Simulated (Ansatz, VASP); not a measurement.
# One calculation of Si3Ni, two programs

```
Si Ni
1.0
     0.00000    2.95463    2.95463
     2.95463    0.00000    2.95463
     2.95463    2.95463    0.00000
Si Ni
3 1
Direct
  0.25000 0.25000 0.25000
  0.75000 0.75000 0.75000
  0.50000 0.50000 0.50000
  0.00000 0.00000 0.00000
```

Alike in both runs: functional PBEsol; k mesh 12 × 12 × 12; occupations gaussian, width 0.1 eV; no spin polarisation.

Ansatz relaxed the structure, and its values are those at the end. VASP's run is a single point on that final structure, the one shown.

```csv
,VASP,Ansatz
version,VASP 6.6.1,Ansatz 0.2.0
potentials or method,"VASP PAW PBE potentials, release 64 (Si, Ni), cutoff 520 eV","scalar-relativistic, plane waves, PAW"
valence electrons in the cell,22,30
```

Ansatz gave:

- gap on the k mesh at the Fermi level (eV): none
- pressure (GPa): 0.0

What did VASP give for the same quantities?

gap on the k mesh at the Fermi level (eV): none; pressure (GPa): 0.1.

VASP's potentials were made for PBE, not for PBEsol. A gap of «none» marks a metal or a gap that the smearing closes. With one functional, cell and mesh, what is left measures potentials, basis and numerics. VASP's potentials hold 22 valence electrons a cell and Ansatz's 30, so a difference there can come from the potentials and not from the codes.
